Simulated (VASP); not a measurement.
# Ge (Fddd) in VASP: notebook

The runs below take Ge through single point, with PBEsol.

Program: VASP 6.6.1. These are calculated values, not measurements. Logs are shortened: lines on timing, memory, paths and dates and some standing lists are left out, and cuts for length are marked.

**1. The cell of the first run**

The typed cell holds 2 atoms: a = 3.995 Å, b = 4.005 Å, c = 4.000 Å, α = 59.88°, β = 60.12°, γ = 60.00°.

**2. Single point, PBEsol (strain +0.0025 x Voigt [1, -1, 0, 0, 0, 0])**

File INCAR:

```
SYSTEM = Ge
PREC = Accurate
ENCUT = 520
EDIFF = 1E-6
ISMEAR = 0
SIGMA = 0.15
LREAL = .False.
LASPH = .True.
NELM = 80
ALGO = Normal
ISIF = 2
LWAVE = .False.
LCHARG = .False.
GGA = PS
NBANDS = 21
```

File KPOINTS:

```
Automatic mesh
0
Gamma
  14 14 14
  0 0 0
```

File POSCAR:

```
Ge
1.0
    0.0000000000      2.8216980750      2.8287700000
    2.8358419250      0.0000000000      2.8287700000
    2.8358419250      2.8216980750      0.0000000000
Ge
2
Direct
    0.5000000000      0.5000000000      0.5000000000
    0.7500000000      0.7500000000      0.7500000000
```

Potentials or basis: VASP PAW PBE potentials, release 64 (Ge_d).

The run is started by

```
$ cat potpaw_PBE.64/Ge_d/POTCAR > POTCAR
$ mpirun -np 1 vasp_std > vasp.out
```

OUTCAR:

```text
SYSTEM = Ge
   PREC = Accurate
   ENCUT = 520
   EDIFF = 1E-6
   ISMEAR = 0
   LREAL = .False.
   LASPH = .True.
   NELM = 80
   ISIF = 2
   GGA = PS

 ion  position               nearest neighbor table
   1  0.500  0.500  0.500-   2 2.45   2 2.45   2 2.45   2 2.45
   2  0.750  0.750  0.750-   1 2.45   1 2.45   1 2.45   1 2.45

  LATTYP: Found a face centered orthorhombic cell.
 ALAT       =     5.6433961500
 B/A-ratio  =     1.0025062657
 C/A-ratio  =     1.0050125313

  Lattice vectors:

 A1 = (  -2.8358419250,   0.0000000000,  -2.8287700000)
 A2 = (  -2.8358419250,   2.8216980750,   0.0000000000)
 A3 = (   0.0000000000,   2.8216980750,  -2.8287700000)

Analysis of symmetry for initial positions (statically):
=====================================================================
 Subroutine PRICEL returns:
 Original cell was already a primitive cell.

 Routine SETGRP: Setting up the symmetry group for a
 face centered orthorhombic supercell.

 Subroutine GETGRP returns: Found  8 space group operations
 (whereof  4 operations were pure point group operations)
 out of a pool of  8 trial point group operations.

The static configuration has the point symmetry D_2 .
 The point group associated with its full space group is D_2h.

Analysis of symmetry for dynamics (positions and initial velocities):
=====================================================================
 Subroutine PRICEL returns:
 Original cell was already a primitive cell.

 Routine SETGRP: Setting up the symmetry group for a
 face centered orthorhombic supercell.

 Subroutine GETGRP returns: Found  8 space group operations
 (whereof  4 operations were pure point group operations)
 out of a pool of  8 trial point group operations.

The dynamic configuration has the point symmetry D_2 .
 The point group associated with its full space group is D_2h.

 Subroutine INISYM returns: Found  8 space group operations
 (whereof  4 operations are pure point group operations),
 and found     1 'primitive' translations

----------------------------------------------------------------------------------------

                                     Primitive cell

  volume of cell :      45.2710

  direct lattice vectors                    reciprocal lattice vectors
     0.000000000  2.821698075  2.828770000    -0.176314482  0.177198264  0.176755268
[... 77 lines left out ...]
   PREC   = accura    normal or accurate (medium, high low for compatibility)
   ISTART =      0    job   : 0-new  1-cont  2-samecut
   ICHARG =      2    charge: 1-file 2-atom 10-const
   ISPIN  =      1    spin polarized calculation?
   LNONCOLLINEAR =      F non collinear calculations
   LSORBIT =      F    spin-orbit coupling
   LASPH  =      T    aspherical Exc in radial PAW
   ENCUT  =  520.0 eV  38.22 Ry    6.18 a.u.   7.43  7.45  7.44*2*pi/ulx,y,z
   NELM   =     80;   NELMIN=  2; NELMDL= -5     # of ELM steps
   EDIFF  = 0.1E-05   stopping-criterion for ELM
   LREAL  =      F    real-space projection
   EDIFFG = 0.1E-04   stopping-criterion for IOM
   NSW    =      0    number of steps for IOM
   IBRION =     -1    ionic relax: 0-MD 1-quasi-New 2-CG
   NFREE  =      0    steps in history (QN), initial steepest desc. (CG)
   ISIF   =      2    stress and relaxation
   ISYM   =      2    0-nonsym 1-usesym 2-fastsym
   POTIM  = 0.5000    time-step for ionic-motion
   TEBEG  =    0.0;   TEEND  =   0.0 temperature during run
   PSTRESS=    0.0 pullay stress
   NELECT =      28.0000    total number of electrons
   NUPDOWN=      -1.0000    fix difference up-down
   EMIN   =  10.00;   EMAX   =-10.00  energy-range for DOS
   EFERMI =   0.00;   METHOD = LEGACY
   ISMEAR =     0;   SIGMA  =   0.15  broadening in eV -4-tet -1-fermi 0-gaus
   EFERMI_NEDOS =   21; number of points for ismear=-14 and -15
   IALGO  =     38    algorithm
   IMIX   =      4    mixing-type and parameters
     AMIX     =   0.40;   BMIX     =  1.00
     AMIX_MAG =   1.60;   BMIX_MAG =  1.00
  volume/ion in A,a.u.               =      22.64       152.75
  Fermi-wavevector in a.u.,A,eV,Ry     =   1.394828  2.635843 26.470763  1.945546
  Thomas-Fermi vector in A             =   2.518340
   LORBIT       =      0    0 simple, 1 ext, 2 COOP (PROOUT), +10 PAW based schemes
   GGA     = PS    functional components
   LHFCALC =     F    Hartree Fock is set to
   AEXX    =    0.0000 exact exchange contribution
   IVDW    =     0    specifies the selected vdW correction
   LEPSILON=     F    determine dielectric tensor
   LRPA    =     F    only Hartree local field effects (RPA)
 non-spin polarized calculation
 Gauss-broadening in eV      SIGMA  =   0.15
  energy-cutoff  :      520.00
  volume of cell :       45.27
 maximum number of plane-waves:      1243
 NGX is ok and might be reduce to    30
   NGX = 15   NGY = 15   NGZ = 15

 number of electron      28.0000022 magnetization

 Free energy of the ion-electron system (eV)
  ---------------------------------------------------
  ext. energy  EPLUGINS =         0.00000000
  ---------------------------------------------------
  free energy    TOTEN  =        -9.87380769 eV

  energy without entropy =       -9.87320669  energy(sigma->0) =       -9.87350719

 E-fermi :   4.9061     XC(G=0): -10.1298

 val. band max:        4.8816711477   @ k =   0.0000   0.0000   0.0000
 cond. band min:       4.9852764553   @ k =   0.5000   0.0000   0.0000
 fundamental gap:      0.1036053075
 Fermi energy:         4.9061067650

 k-point     1 :       0.0000    0.0000    0.0000
  band No.  band energies     occupation
      1     -19.9002      2.00000
      2     -19.8996      2.00000
      3     -19.8990      2.00000
      4     -19.8632      2.00000
      5     -19.8628      2.00000
      6     -19.6518      2.00000
[... 565 lines left out ...]
     20      14.0495      0.00000
     21      14.6293      0.00000

 [... further k-points ...]
[... 5 lines left out ...]
  --------------------------------------------------------------------------------------
  -------------------------------------------------------------------------------------
  Total        0.0183967      0.1185271      0.0690512      0.0000000      0.0000000      0.0000000
  in kB        0.6510740      4.1947687      2.4437780      0.0000000      0.0000000      0.0000000
  external PRESSURE =       2.4298736 kB  Pullay stress =       0.0000000 kB

 VOLUME and BASIS-vectors are now :
 -----------------------------------------------------------------------------
  energy-cutoff  :      520.00
  volume of cell :       45.27
      direct lattice vectors                 reciprocal lattice vectors
     0.000000000  2.821698075  2.828770000    -0.176314482  0.177198264  0.176755268
     2.835841925  0.000000000  2.828770000     0.176314482 -0.177198264  0.176755268
     2.835841925  2.821698075  0.000000000     0.176314482  0.177198264 -0.176755268

 POSITION                                       TOTAL-FORCE (eV/Angst)
 -----------------------------------------------------------------------------------
      2.83584      2.82170      2.82877         0.000000     -0.000000      0.000000
      4.25376      4.23255      4.24315        -0.000000      0.000000      0.000000
 -----------------------------------------------------------------------------------
    total drift:                                0.000000     -0.000000     -0.000000

  FREE ENERGIE OF THE ION-ELECTRON SYSTEM (eV)
  ---------------------------------------------------
  free  energy   TOTEN  =        -9.8738076857 eV

  energy  without entropy=       -9.8732066917  energy(sigma->0) =       -9.87350719
```

OSZICAR:

```text
N       E                     dE             d eps       ncg     rms          rms(c)
DAV:   1     0.192540854203E+03    0.19254E+03   -0.14635E+04 20151   0.365E+03
DAV:   2     0.181506074714E+02   -0.17439E+03   -0.16886E+03 18056   0.620E+02
DAV:   3    -0.909512441210E+01   -0.27246E+02   -0.27064E+02 20791   0.144E+02
DAV:   4    -0.100108500372E+02   -0.91573E+00   -0.91523E+00 20201   0.310E+01
DAV:   5    -0.100258283539E+02   -0.14978E-01   -0.14978E-01 20759   0.440E+00    0.326E+00
DAV:   6    -0.992217906168E+01    0.10365E+00   -0.36229E-02 24025   0.227E+00    0.185E+00
DAV:   7    -0.987269016788E+01    0.49489E-01   -0.58851E-02 19457   0.242E+00    0.157E-01
DAV:   8    -0.987369472207E+01   -0.10046E-02   -0.67820E-03 20778   0.114E+00    0.504E-02
DAV:   9    -0.987379043825E+01   -0.95716E-04   -0.23232E-04 21369   0.218E-01    0.119E-02
DAV:  10    -0.987380668740E+01   -0.16249E-04   -0.21318E-05 23154   0.374E-02    0.545E-03
DAV:  11    -0.987380768573E+01   -0.99833E-06   -0.55236E-06 24615   0.387E-02
   1 F= -.98738077E+01 E0= -.98735072E+01  d E =-.600994E-03
```

Run time: 2.4 min. Hardware: 1 thread of Intel Xeon 6975P-C (Granite Rapids), shared host; peak memory 0.41 GiB.

What came out:

* Free energy: -9.8738 eV
* Pressure: 0.2 GPa
* Band gap on the k mesh: 0.02 eV

Stress tensor (GPa, compression positive):
```
0.07 0.00 0.00
0.00 0.42 0.00
0.00 0.00 0.24
```

Caveat: the cell differs from its parent crystal (strain +0.0025 x Voigt [1, -1, 0, 0, 0, 0]); the smearing spreads over this small gap; semilocal functionals underestimate gaps, and a narrow one can read as zero; the PAW data sets were made with another functional, which shifts forces and pressure a little. A k mesh can miss the band edges.

**3. Single point, PBEsol (strain +0.0075 x Voigt [1, -1, 0, 0, 0, 0])**

File INCAR:

```
SYSTEM = Ge
ALGO = Normal
EDIFF = 1E-7
ENCUT = 520
GGA = PS
ISIF = 2
ISMEAR = 0
LASPH = .True.
LCHARG = .False.
LREAL = .False.
LWAVE = .False.
NBANDS = 21
NELM = 100
PREC = Accurate
SIGMA = 0.15
```

File KPOINTS:

```
k-points
0
Gamma
  14 14 14
  0 0 0
```

File POSCAR:

```
Ge
1.0
    0.0000000000      2.8075542250      2.8287700000
    2.8499857750      0.0000000000      2.8287700000
    2.8499857750      2.8075542250      0.0000000000
Ge
2
Direct
    0.5000000000      0.5000000000      0.5000000000
    0.7500000000      0.7500000000      0.7500000000
```

Potentials or basis: VASP PAW PBE potentials, release 64 (Ge_d).

The run is started by

```
$ cat potpaw_PBE.64/Ge_d/POTCAR > POTCAR
$ mpirun -np 1 vasp_std > vasp.out
```

It took 12 min on 1 thread of Oxide Virtual Turin-like, shared host; peak memory 0.38 GiB.

It converged, with:

```
Free energy            : -9.8728 eV
Pressure               : 0.6 GPa
Band gap on the k mesh : 0.06 eV
```

Stress tensor (GPa, compression positive):
```
0.04 0.00 0.00
0.00 1.11 0.00
0.00 0.00 0.59
```

Levels at points of the mesh, in eV from the valence-band top:
```
           k point  band 11  band 12  band 13  band 14  band 15  band 16  band 17  band 18
(0.00, 0.00, 0.00)   -12.80    -0.06    -0.01     0.00     0.06     2.50     2.53     2.57
(0.50, 0.00, 0.00)   -10.70    -7.63    -1.47    -1.35     0.12     3.67     3.75     6.97
(0.50, 0.50, 0.00)    -8.90    -8.90    -3.09    -3.09     0.67     0.67     9.48     9.48
(0.50, 0.00, 0.50)    -8.87    -8.87    -3.14    -3.14     0.61     0.61     9.49     9.49
(0.00, 0.50, 0.50)    -8.94    -8.94    -3.04    -3.04     0.73     0.73     9.48     9.48
```

Caveat: the cell differs from its parent crystal (strain +0.0075 x Voigt [1, -1, 0, 0, 0, 0]); semilocal functionals underestimate gaps, and a narrow one can read as zero; the PAW data sets were made with another functional, which shifts forces and pressure a little. A k mesh can miss the band edges.

**4. Single point, PBEsol (strain +0.0025 x Voigt [1, -1, 0, 0, 0, 0])**

File INCAR:

```
SYSTEM = Ge
PREC = Accurate
ENCUT = 520
EDIFF = 1E-6
ISMEAR = 0
SIGMA = 0.15
LREAL = .False.
LASPH = .True.
NELM = 80
ALGO = Fast
ISIF = 2
LWAVE = .False.
LCHARG = .False.
GGA = PS
NBANDS = 21
```

File KPOINTS:

```
Automatic mesh
0
Gamma
  14 14 14
  0 0 0
```

File POSCAR:

```
Ge
1.0
    0.0000000000      2.8216980750      2.8287700000
    2.8358419250      0.0000000000      2.8287700000
    2.8358419250      2.8216980750      0.0000000000
Ge
2
Direct
    0.5000000000      0.5000000000      0.5000000000
    0.7500000000      0.7500000000      0.7500000000
```

The run is started by

```
$ cat potpaw_PBE.64/Ge_d/POTCAR > POTCAR
$ mpirun -np 1 vasp_std > vasp.out
```

Run time: 7.8 min. Hardware: 1 thread of Oxide Virtual Turin-like, shared host; peak memory 0.38 GiB.

Results (log left out):

```yaml
Free_energy: -9.8738 eV
Pressure: 1.0 GPa
Band_gap_on_the_k_mesh: 0.02 eV
```

Stress tensor (GPa, compression positive):
```
0.79 0.00 0.00
0.00 1.15 0.00
0.00 0.00 0.97
```

Levels at points of the mesh, in eV from the valence-band top:
```tsv
k point	band 11	band 12	band 13	band 14	band 15	band 16	band 17	band 18
(0.00, 0.00, 0.00)	-12.80	-0.02	-0.01	0.00	0.02	2.52	2.53	2.54
(0.50, 0.00, 0.00)	-10.70	-7.63	-1.43	-1.39	0.12	3.70	3.73	6.97
(0.50, 0.50, 0.00)	-8.90	-8.90	-3.09	-3.09	0.67	0.67	9.49	9.49
(0.50, 0.00, 0.50)	-8.89	-8.89	-3.11	-3.11	0.65	0.65	9.49	9.49
(0.00, 0.50, 0.50)	-8.91	-8.91	-3.07	-3.07	0.69	0.69	9.49	9.49
```

Caveat: the cell differs from its parent crystal (strain +0.0025 x Voigt [1, -1, 0, 0, 0, 0]); the smearing spreads over this small gap; semilocal functionals underestimate gaps, and a narrow one can read as zero; the PAW data sets were made with another functional, which shifts forces and pressure a little. A k mesh can miss the band edges.

**5. Single point, PBEsol (strain -0.0200 x Voigt [1, -1, 0, 0, 0, 0])**

File INCAR:

```
SYSTEM = Ge
PREC     = Accurate       ! precision mode
ENCUT    = 520            ! plane-wave cutoff, eV
EDIFF    = 1E-7           ! SCF threshold, eV
ISMEAR   = 0              ! smearing method
SIGMA    = 0.15           ! smearing width, eV
LREAL    = .False.        ! projectors in reciprocal space
LASPH    = .True.         ! aspherical terms in the spheres
NELM     = 100            ! most SCF steps
ALGO     = Normal         ! electronic algorithm
ISIF     = 2              ! what is computed and relaxed
LWAVE    = .False.        ! write WAVECAR
LCHARG   = .False.        ! write CHGCAR
GGA      = PS             ! functional
NBANDS   = 21             ! bands
```

KPOINTS is that of step 4.

File POSCAR:

```
Ge
1.0
    0.0000000000      2.8853454000      2.8287700000
    2.7721946000      0.0000000000      2.8287700000
    2.7721946000      2.8853454000      0.0000000000
Ge
2
Direct
    0.5000000000      0.5000000000      0.5000000000
    0.7500000000      0.7500000000      0.7500000000
```

The run is started by

```
$ cat potpaw_PBE.64/Ge_d/POTCAR > POTCAR
$ mpirun -np 1 vasp_std > vasp.out
```

Run time: 6.8 min. Hardware: 1 thread of Oxide Virtual Turin-like, shared host; peak memory 0.38 GiB.

The run converged. Its results:

```
Free energy            : -9.8659 eV
Pressure               : 0.6 GPa
Band gap on the k mesh : 0.10 eV (least direct gap 0.15 eV)
```

Stress tensor (GPa, compression positive):
```
 1.98  0.00  0.00
 0.00 -0.86  0.00
 0.00  0.00  0.70
```

Levels at points of the mesh, in eV from the valence-band top:
```tsv
k point	band 11	band 12	band 13	band 14	band 15	band 16	band 17	band 18
(0.00, 0.00, 0.00)	-12.80	-0.16	-0.02	0.00	0.15	2.44	2.53	2.63
(0.50, 0.00, 0.00)	-10.70	-7.63	-1.57	-1.26	0.10	3.61	3.83	6.97
(0.50, 0.50, 0.00)	-8.91	-8.91	-3.09	-3.09	0.66	0.66	9.39	9.39
(0.50, 0.00, 0.50)	-9.01	-9.01	-2.95	-2.95	0.82	0.82	9.44	9.44
(0.00, 0.50, 0.50)	-8.81	-8.81	-3.23	-3.23	0.50	0.50	9.48	9.48
```

Caveat: the cell differs from its parent crystal (strain -0.0200 x Voigt [1, -1, 0, 0, 0, 0]); semilocal functionals underestimate gaps, and a narrow one can read as zero; the PAW data sets were made with another functional, which shifts forces and pressure a little. A k mesh can miss the band edges.

**6. Single point, PBEsol (strain +0.0175 x Voigt [1, -1, 0, 0, 0, 0])**

File INCAR:

```
SYSTEM = Ge
ALGO = Normal ; EDIFF = 1E-6
ENCUT = 520 ; GGA = PS
ISIF = 2 ; ISMEAR = 0
LASPH = .True. ; LCHARG = .False.
LREAL = .False. ; LWAVE = .False.
NBANDS = 21 ; NELM = 100
PREC = Accurate ; SIGMA = 0.15
```

File KPOINTS:

```
k-points
0
Gamma
  14 14 14
  0 0 0
```

File POSCAR:

```
Ge
1.0
    0.0000000000      2.7792665250      2.8287700000
    2.8782734750      0.0000000000      2.8287700000
    2.8782734750      2.7792665250      0.0000000000
Ge
2
Direct
    0.5000000000      0.5000000000      0.5000000000
    0.7500000000      0.7500000000      0.7500000000
```

Potentials or basis: VASP PAW PBE potentials, release 64 (Ge_d).

The run is started by

```
$ cat potpaw_PBE.64/Ge_d/POTCAR > POTCAR
$ mpirun -np 1 vasp_std > vasp.out
```

Run time: 6.6 min. Hardware: 1 thread of Oxide Virtual Turin-like, shared host; peak memory 0.38 GiB.

Results (log left out):

| Property | Result |
| --- | --- |
| Free energy | -9.8678 eV |
| Pressure | 0.3 GPa |
| Band gap on the k mesh | 0.10 eV (least direct gap 0.13 eV) |

Stress tensor (GPa, compression positive):
```
-1.00  0.00  0.00
 0.00  1.48  0.00
 0.00  0.00  0.34
```

Levels at points of the mesh, in eV from the valence-band top:
```tsv
k point	band 12	band 13	band 14	band 15	band 16	band 17
(0.00, 0.00, 0.00)	-0.14	-0.02	0.00	0.13	2.45	2.53
(0.50, 0.00, 0.00)	-7.63	-1.55	-1.28	0.10	3.62	3.81
(0.50, 0.50, 0.00)	-8.91	-3.09	-3.09	0.66	0.66	9.42
(0.50, 0.00, 0.50)	-8.82	-3.21	-3.21	0.52	0.52	9.48
(0.00, 0.50, 0.50)	-8.99	-2.97	-2.97	0.80	0.80	9.45
```

Caveat: the cell differs from its parent crystal (strain +0.0175 x Voigt [1, -1, 0, 0, 0, 0]); semilocal functionals underestimate gaps, and a narrow one can read as zero; the PAW data sets were made with another functional, which shifts forces and pressure a little. A k mesh can miss the band edges.

**7. Overview**

| cell | gap on the mesh (eV) | pressure (GPa) |
| --- | --- | --- |
| a = 3.995, b = 4.005, c = 4.000 Å, angles 59.9, 60.1, 60.0°, 2 atoms | 0.02 | 1.0 |
| a = 3.986, b = 4.016, c = 4.001 Å, angles 59.6, 60.4, 60.0°, 2 atoms | 0.06 | 0.6 |
| a = 4.041, b = 3.961, c = 4.001 Å, angles 61.0, 59.0, 60.0°, 2 atoms | 0.10 | 0.6 |
| a = 3.966, b = 4.036, c = 4.001 Å, angles 59.1, 60.9, 60.0°, 2 atoms | 0.10 | 0.3 |

Alike in all rows: task single point; level PBEsol; potentials or basis VASP PAW PBE potentials, release 64 (Ge_d); no spin polarisation; k mesh 14 × 14 × 14; cutoff (eV) 520; smearing gaussian 0.15 eV.

Caveats: semilocal functionals underestimate gaps, and a narrow one can read as zero; the PAW data sets were made with another functional, which shifts forces and pressure a little; the smearing spreads over this small gap (at least some runs).

Total energies depend on the potentials used, so only differences within one code and one set of settings carry meaning.

The gap in the log of VASP goes by the Fermi energy; the results here count the filled bands.